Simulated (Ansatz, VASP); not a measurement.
# One calculation of NbIn2S3, two programs

```xyz
6
Lattice="6.5573 0.0000 0.0000 -3.2786 5.6788 0.0000 0.0000 0.0000 3.5831" Properties=species:S:1:pos:R:3 pbc="T T T"
Nb    0.0000    0.0000    0.0000
In    3.2786    1.8929    0.0000
In    0.0000    3.7859    0.0000
S    -1.6393    2.8394    1.7915
S     3.2786    0.0000    1.7915
S     1.6393    2.8394    1.7915
```

Change from the starting cell: species swapped into the PrB2Ru3 type (P6/mmm, No. 191).

Alike in both runs: task relaxation of cell and atoms; functional PBE; k mesh 3 × 3 × 6; occupations gaussian, width 0.1 eV; collinear spin.

```csv
,VASP,Ansatz
version,VASP 6.6.1,Ansatz 0.2.0
potentials or method,"VASP PAW PBE potentials, release 64 (Nb_sv, In_d, S), cutoff 600 eV","scalar-relativistic, plane waves, PAW"
valence electrons in the cell,57,57
```

```csv
,VASP,Ansatz,Ansatz less VASP
"gap on the k mesh at the Fermi level, each at its own relaxed structure (eV)",none,none,-
net moment per atom (μB),0.61,0.61,0.000
size of the moment on the site where the two differ most (μB),2.45,2.93,+0.482
relaxed volume (Å³/atom),24.35,24.25,-0.099
relaxed cell length with the largest relative difference (Å),6.950,6.933,-0.0163
```

Site moments also hang on the region over which each program counts them. A gap of «none» marks a metal or a gap that the smearing closes. Ansatz's warnings: no starting moments.

The k mesh is coarse, so the values compare programs but aren't converged.
